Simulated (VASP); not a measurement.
# InGa2N3 in VASP: further runs

Runs on InGa2N3. Level: PBEsol. Tasks: relaxation of cell and atoms, single point.

All numbers are computed with VASP 6.6.1; they aren't measurements. Logs are shortened: lines on timing, memory, paths and dates and some standing lists are left out, and cuts for length are marked.

## Step 1: The cell of the first run

Symmetry: Cmc2_1, No. 36, orthorhombic system. Conventional cell: a = 9.938 Å, b = 5.732 Å, c = 5.353 Å, α = 90.00°, β = 90.00°, γ = 90.00°. Within 2.9 Å of In (site symmetry m) lie 4 N at 2.16 to 2.17 Å. Ga (site symmetry 1) has 4 N at 1.95 to 1.96 Å within 2.6 Å. N (site symmetry 1) has 3 Ga at 1.95 to 1.96 Å and 1 In at 2.16 Å within 2.6 Å. Within 2.6 Å of N (site symmetry m) lie 2 Ga at 1.96 Å and 2 In at 2.16 to 2.17 Å.

## Step 2: Relaxation of cell and atoms, PBEsol, target pressure -1 GPa, at which the enthalpy is minimised

INCAR reads:

```
  PREC = Accurate
  ENCUT = 600
  EDIFF = 1E-7
  ISMEAR = 0
  SIGMA = 0.02
  LREAL = F
  LASPH = T
  NELM = 120
  ALGO = Normal
  ISIF = 3
  LWAVE = F
  LCHARG = F
  GGA = PS
  IBRION = 2
  NSW = 70
  EDIFFG = -0.008
  PSTRESS = -10.0
  GGA_COMPAT = F
  NELMIN = 4
  KPAR = 4
```

KPOINTS reads:

```
regular mesh
0
Gamma
  6 6 6
```

POSCAR reads:

```
InGa2N3
1.0
    4.9691407504     -2.8661706180      0.0000000000
    4.9691407504      2.8661706180      0.0000000000
    0.0000000000      0.0000000000      5.3529677521
In Ga N
2 4 6
Direct
    0.3252227418      0.6747772582      0.9897489537
    0.6747772582      0.3252227418      0.4897489537
    0.0069945023      0.3338844486      0.9926402251
    0.6661155514      0.9930054977      0.9926402251
    0.9930054977      0.6661155514      0.4926402251
    0.3338844486      0.0069945023      0.4926402251
    0.0264767013      0.3336441490      0.3589520515
    0.6663558510      0.9735232987      0.3589520515
    0.9735232987      0.6663558510      0.8589520515
    0.3336441490      0.0264767013      0.8589520515
    0.3078788725      0.6921211275      0.3950674930
    0.6921211275      0.3078788725      0.8950674930
```

Potentials or basis: VASP PAW PBE potentials, release 64 (In_d, Ga_d, N).

Started as:

```console
$ cat potpaw_PBE.64/In_d/POTCAR potpaw_PBE.64/Ga_d/POTCAR potpaw_PBE.64/N/POTCAR > POTCAR
$ mpirun -np 4 vasp_std > vasp.out
```

OUTCAR:

```text
PREC = Accurate
   ENCUT = 600
   EDIFF = 1E-7
   ISMEAR = 0
   LREAL = F
   LASPH = T
   NELM = 120
   ISIF = 3
   GGA = PS
   IBRION = 2
   NSW = 70
   EDIFFG = -0.008
   PSTRESS = -10.0
   NELMIN = 4

 ion  position               nearest neighbor table
   1  0.325  0.675  0.990-   9 2.16  10 2.16  12 2.16  11 2.17   3 3.27   4 3.27   4 3.28   3 3.28
                             6 3.29   5 3.29   6 3.31   5 3.31   2 3.34   2 3.34   4 3.39   3 3.39
   2  0.675  0.325  0.490-   7 2.16   8 2.16  11 2.16  12 2.17   6 3.27   5 3.27   6 3.28   5 3.28
                             4 3.29   3 3.29   4 3.31   3 3.31   1 3.34   1 3.34   6 3.39   5 3.39
   3  0.007  0.334  0.993-   9 1.95  10 1.96  12 1.96   7 1.96   1 3.27   1 3.28   2 3.29   2 3.31
                             1 3.39
   4  0.666  0.993  0.993-  10 1.95   9 1.96  12 1.96   8 1.96   1 3.27   1 3.28   2 3.29   2 3.31
                             1 3.39
   5  0.993  0.666  0.493-   7 1.95   8 1.96  11 1.96   9 1.96   2 3.27   2 3.28   1 3.29   1 3.31
                             2 3.39
   6  0.334  0.007  0.493-   8 1.95   7 1.96  11 1.96  10 1.96   2 3.27   2 3.28   1 3.29   1 3.31
                             2 3.39
   7  0.026  0.334  0.359-   5 1.95   6 1.96   3 1.96   2 2.16
   8  0.666  0.974  0.359-   6 1.95   5 1.96   4 1.96   2 2.16
   9  0.974  0.666  0.859-   3 1.95   4 1.96   5 1.96   1 2.16
  10  0.334  0.026  0.859-   4 1.95   3 1.96   6 1.96   1 2.16
  11  0.308  0.692  0.395-   5 1.96   6 1.96   2 2.16   1 2.17
  12  0.692  0.308  0.895-   3 1.96   4 1.96   1 2.16   2 2.17

  LATTYP: Found a base centered orthorhombic cell.
 ALAT       =     5.7323412360
 B/A-ratio  =     1.7337211955
 C/A-ratio  =     0.9338187543

  Lattice vectors:

 A1 = (  -4.9691407504,  -2.8661706180,   0.0000000000)
 A2 = (   4.9691407504,  -2.8661706180,   0.0000000000)
 A3 = (   0.0000000000,   0.0000000000,   5.3529677521)

Analysis of symmetry for initial positions (statically):
=====================================================================
 Subroutine PRICEL returns:
 Original cell was already a primitive cell.

 Routine SETGRP: Setting up the symmetry group for a
 base centered orthorhombic supercell.

 Subroutine GETGRP returns: Found  4 space group operations
 (whereof  2 operations were pure point group operations)
 out of a pool of  8 trial point group operations.

The static configuration has the point symmetry C_1h.
 The point group associated with its full space group is C_2v.

Analysis of symmetry for dynamics (positions and initial velocities):
=====================================================================
 Subroutine PRICEL returns:
 Original cell was already a primitive cell.

 Routine SETGRP: Setting up the symmetry group for a
 base centered orthorhombic supercell.

 Subroutine GETGRP returns: Found  4 space group operations
 (whereof  2 operations were pure point group operations)
 out of a pool of  8 trial point group operations.

The dynamic configuration has the point symmetry C_1h.
 The point group associated with its full space group is C_2v.

 Subroutine INISYM returns: Found  4 space group operations
 (whereof  2 operations are pure point group operations),
 and found     1 'primitive' translations

----------------------------------------------------------------------------------------

                                     Primitive cell

  volume of cell :     152.4783

  direct lattice vectors                    reciprocal lattice vectors
     4.969140750 -2.866170618  0.000000000     0.100621018 -0.174448791  0.000000000
     4.969140750  2.866170618  0.000000000     0.100621018  0.174448791  0.000000000
     0.000000000  0.000000000  5.352967752     0.000000000  0.000000000  0.186812259

  length of vectors
     5.736487933  5.736487933  5.352967752     0.201387611  0.201387611  0.186812259

  position of ions in fractional coordinates (direct lattice)
     0.325222742  0.674777258  0.989748954
     0.674777258  0.325222742  0.489748954
     0.006994502  0.333884449  0.992640225
     0.666115551  0.993005498  0.992640225
     0.993005498  0.666115551  0.492640225
     0.333884449  0.006994502  0.492640225
     0.026476701  0.333644149  0.358952051
     0.666355851  0.973523299  0.358952051
     0.973523299  0.666355851  0.858952051
     0.333644149  0.026476701  0.858952051
     0.307878872  0.692121128  0.395067493
     0.692121128  0.307878872  0.895067493

  ion indices of the primitive-cell ions
   primitive index   ion index
                 1           1
                 2           2
                 3           3
                 4           4
                 5           5
                 6           6
                 7           7
                 8           8
                 9           9
                10          10
                11          11
                12          12

----------------------------------------------------------------------------------------

 KPOINTS: regular mesh

Automatic generation of k-mesh.
 Grid dimensions read from file:
 generate k-points for:    6    6    6

 Generating k-lattice:

  Cartesian coordinates                     Fractional coordinates (reciprocal lattice)
     0.016770170 -0.029074799  0.000000000     0.166666667  0.000000000  0.000000000
     0.016770170  0.029074799  0.000000000     0.000000000  0.166666667  0.000000000
     0.000000000  0.000000000  0.031135377     0.000000000  0.000000000  0.166666667

  Length of vectors
     0.033564602  0.033564602  0.031135377

  Shift w.r.t. Gamma in fractional coordinates (k-lattice)
     0.000000000  0.000000000  0.000000000

 Subroutine IBZKPT returns following result:
 ===========================================

 Found     52 irreducible k-points:

 Following reciprocal coordinates:
            Coordinates               Weight
  0.000000  0.000000  0.000000      1.000000
  0.166667  0.000000  0.000000      4.000000
  0.333333 -0.000000  0.000000      4.000000
  0.500000  0.000000  0.000000      2.000000
  0.166667  0.166667  0.000000      2.000000
  0.333333  0.166667  0.000000      4.000000
[... 16 lines left out ...]
  0.333333  0.333333  0.166667      4.000000
  0.500000  0.333333  0.166667      8.000000
 [... further k-points ...]
   k-points           NKPTS =     52   k-points in BZ     NKDIM =     52   number of bands    NBANDS=     64
   number of dos      NEDOS =    301   number of ions     NIONS =     12
   total plane-waves  NPLWV = 110592
   dimension x,y,z NGX =    48 NGY =   48 NGZ =   48
   dimension x,y,z NGXF=    96 NGYF=   96 NGZF=   96
   ions per type =               2   4   6
   NGX,Y,Z   is equivalent  to a cutoff of  13.91, 13.91, 14.91 a.u.
   NGXF,Y,Z  is equivalent  to a cutoff of  27.82, 27.82, 29.81 a.u.
 SYSTEM =  unknown system
   PREC   = accura    normal or accurate (medium, high low for compatibility)
   ISTART =      0    job   : 0-new  1-cont  2-samecut
   ICHARG =      2    charge: 1-file 2-atom 10-const
   ISPIN  =      1    spin polarized calculation?
   LNONCOLLINEAR =      F non collinear calculations
   LSORBIT =      F    spin-orbit coupling
   LASPH  =      T    aspherical Exc in radial PAW
   ENCUT  =  600.0 eV  44.10 Ry    6.64 a.u.  11.46 11.46 10.69*2*pi/ulx,y,z
   NELM   =    120;   NELMIN=  4; NELMDL= -5     # of ELM steps
   EDIFF  = 0.1E-06   stopping-criterion for ELM
   LREAL  =      F    real-space projection
   EDIFFG = -.8E-02   stopping-criterion for IOM
   NSW    =     70    number of steps for IOM
   IBRION =      2    ionic relax: 0-MD 1-quasi-New 2-CG
   NFREE  =      1    steps in history (QN), initial steepest desc. (CG)
   ISIF   =      3    stress and relaxation
   ISYM   =      2    0-nonsym 1-usesym 2-fastsym
   POTIM  = 0.5000    time-step for ionic-motion
   TEBEG  =    0.0;   TEEND  =   0.0 temperature during run
   PSTRESS=  -10.0 pullay stress
   NELECT =     108.0000    total number of electrons
   NUPDOWN=      -1.0000    fix difference up-down
   EMIN   =  10.00;   EMAX   =-10.00  energy-range for DOS
   EFERMI =   0.00;   METHOD = LEGACY
   ISMEAR =     0;   SIGMA  =   0.02  broadening in eV -4-tet -1-fermi 0-gaus
   EFERMI_NEDOS =   21; number of points for ismear=-14 and -15
   IALGO  =     38    algorithm
   IMIX   =      4    mixing-type and parameters
     AMIX     =   0.40;   BMIX     =  1.00
     AMIX_MAG =   1.60;   BMIX_MAG =  1.00
  volume/ion in A,a.u.               =      12.71        85.75
  Fermi-wavevector in a.u.,A,eV,Ry     =   1.459307  2.757691 28.974666  2.129578
  Thomas-Fermi vector in A             =   2.575890
   LORBIT       =      0    0 simple, 1 ext, 2 COOP (PROOUT), +10 PAW based schemes
   GGA     = PS    functional components
   LHFCALC =     F    Hartree Fock is set to
   AEXX    =    0.0000 exact exchange contribution
   IVDW    =     0    specifies the selected vdW correction
   LEPSILON=     F    determine dielectric tensor
   LRPA    =     F    only Hartree local field effects (RPA)
 conjugate gradient relaxation of ions
 non-spin polarized calculation
 Gauss-broadening in eV      SIGMA  =   0.02
  energy-cutoff  :      600.00
  volume of cell :      152.48
 maximum number of plane-waves:      5133
 NGX is ok and might be reduce to    48
   NGX = 23   NGY = 23   NGZ = 21

--------------------------------------- Ionic step        1  -------------------------------------------

 number of electron     108.0000006 magnetization

 Free energy of the ion-electron system (eV)
  ---------------------------------------------------
  ext. energy  EPLUGINS =         0.00000000
  ---------------------------------------------------
  free energy    TOTEN  =       -75.56730041 eV

  energy without entropy =      -75.56730041  energy(sigma->0) =      -75.56730041

------------------------ aborting loop because EDIFF is reached ----------------------------------------

  FORCE on cell =-STRESS in cart. coord.  units (eV):
  Direction    XX          YY          ZZ          XY          YZ          ZX
  --------------------------------------------------------------------------------------
  -------------------------------------------------------------------------------------
  Total       -1.7194233     -1.7066420     -1.6621558      0.0000000      0.0000000      0.0000000
  in kB      -18.0669748    -17.9326738    -17.4652320      0.0000000      0.0000000      0.0000000
  external PRESSURE =      -7.8216269 kB  Pullay stress =     -10.0000000 kB
[... 177 lines left out ...]
  enthalpy is  TOTEN    =       -76.5208589685 eV   P V=       -0.9470689150

--------------------------------------- Ionic step        5  -------------------------------------------

 number of electron     108.0000006 magnetization

 Free energy of the ion-electron system (eV)
  ---------------------------------------------------
  ext. energy  EPLUGINS =         0.00000000
  ---------------------------------------------------
  free energy    TOTEN  =       -75.57382752 eV

  energy without entropy =      -75.57382752  energy(sigma->0) =      -75.57382752

 E-fermi :   5.8380     XC(G=0): -11.5925

 val. band max:        5.7472275651   @ k =   0.0000   0.0000   0.0000
 cond. band min:       6.7260516154   @ k =   0.0000   0.0000   0.0000
 fundamental gap:      0.9788240503
 Fermi energy:         5.8380457291

 k-point     1 :       0.0000    0.0000    0.0000
  band No.  band energies     occupation
      1      -9.7562      2.00000
      2      -9.2183      2.00000
      3      -9.0789      2.00000
      4      -9.0725      2.00000
      5      -9.0453      2.00000
      6      -9.0242      2.00000
[... 1597 lines left out ...]
     63      12.6395      0.00000
     64      13.2229      0.00000

 [... further k-points ...]

------------------------ aborting loop because EDIFF is reached ----------------------------------------

  FORCE on cell =-STRESS in cart. coord.  units (eV):
  Direction    XX          YY          ZZ          XY          YZ          ZX
  --------------------------------------------------------------------------------------
  -------------------------------------------------------------------------------------
  Total       -0.9422411     -0.9428918     -0.9457919      0.0000000      0.0000000      0.0000000
  in kB       -9.9488452     -9.9557162     -9.9863380      0.0000000      0.0000000      0.0000000
  external PRESSURE =       0.0363669 kB  Pullay stress =     -10.0000000 kB
[... 27 lines left out ...]
  FREE ENERGIE OF THE ION-ELECTRON SYSTEM (eV)
  ---------------------------------------------------
  free  energy   TOTEN  =       -75.5738275175 eV

  energy  without entropy=      -75.5738275175  energy(sigma->0) =      -75.57382752

  enthalpy is  TOTEN    =       -76.5209133702 eV   P V=       -0.9470858527

 reached required accuracy - stopping structural energy minimisation
```

It took 19 min on 4 MPI ranks of Intel Xeon Platinum 8259CL at 2.50GHz (Skylake/Cascade Lake), shared host; peak memory 0.68 GiB.

Results:

| Property | Result |
| --- | --- |
| Free energy | -75.5738 eV |
| Relaxed volume | 12.64 Å³/atom |
| Relaxed cell | a = 5.727 Å, b = 5.727 Å, c = 5.345 Å, α = 90.00°, β = 90.00°, γ = 59.95° |
| Space group after relaxing (to 0.1 Å) | Cmc2_1 (No. 36) |
| Energy change on relaxing (the run minimises the enthalpy) | -0.5 meV/atom |
| Ionic steps | 5 |
| Pressure after relaxing | -1.0 GPa |
| Largest force after relaxing | 0.007 eV/Å |
| Band gap on the k mesh | 0.98 eV |

Forces in eV/Å, atoms in the order of the input:
```
In   0.000  0.002 -0.002
In   0.000 -0.002 -0.002
Ga   0.003 -0.002  0.001
Ga  -0.003 -0.002  0.001
Ga  -0.003  0.002  0.001
Ga   0.003  0.002  0.001
N    0.004 -0.002 -0.002
N   -0.004 -0.002 -0.002
N   -0.004  0.002 -0.002
N    0.004  0.002 -0.002
N    0.000  0.005  0.004
N    0.000 -0.005  0.004
```

Step by step:
```tsv
step	energy change (eV)	largest force (eV/Å)	pressure (GPa)	volume (Å³)
1	0.0000	0.0282	-1.78	152.48
2	-0.0091	0.0129	-0.38	151.11
3	-0.0064	0.0193	-0.99	151.75
4	-0.0065	0.0191	-0.96	151.74
5	-0.0065	0.0066	-1.00	151.74
```

Final structure:
```yaml
crystal:
  lattice:
    - [4.96088, -2.86147, 0.00000]
    - [4.96088, 2.86147, 0.00000]
    - [0.00000, 0.00000, 5.34468]
  atoms:
    - { symbol: In, position: [0.32525, 0.67475, 0.98975] }
    - { symbol: In, position: [0.67475, 0.32525, 0.48975] }
    - { symbol: Ga, position: [0.00699, 0.33388, 0.99263] }
    - { symbol: Ga, position: [0.66612, 0.99301, 0.99263] }
    - { symbol: Ga, position: [0.99301, 0.66612, 0.49263] }
    - { symbol: Ga, position: [0.33388, 0.00699, 0.49263] }
    - { symbol: N, position: [0.02668, 0.33365, 0.35889] }
    - { symbol: N, position: [0.66635, 0.97332, 0.35889] }
    - { symbol: N, position: [0.97332, 0.66635, 0.85889] }
    - { symbol: N, position: [0.33365, 0.02668, 0.85889] }
    - { symbol: N, position: [0.30763, 0.69237, 0.39522] }
    - { symbol: N, position: [0.69237, 0.30763, 0.89522] }
```

Caveat: the cell is relaxed towards a set pressure, so the run minimises the enthalpy, not the energy; the PAW data sets were made with another functional, which shifts forces and pressure a little; spin-orbit coupling is left out, which moves the levels of the heavy elements.

(Continued in part 2 of 2.)
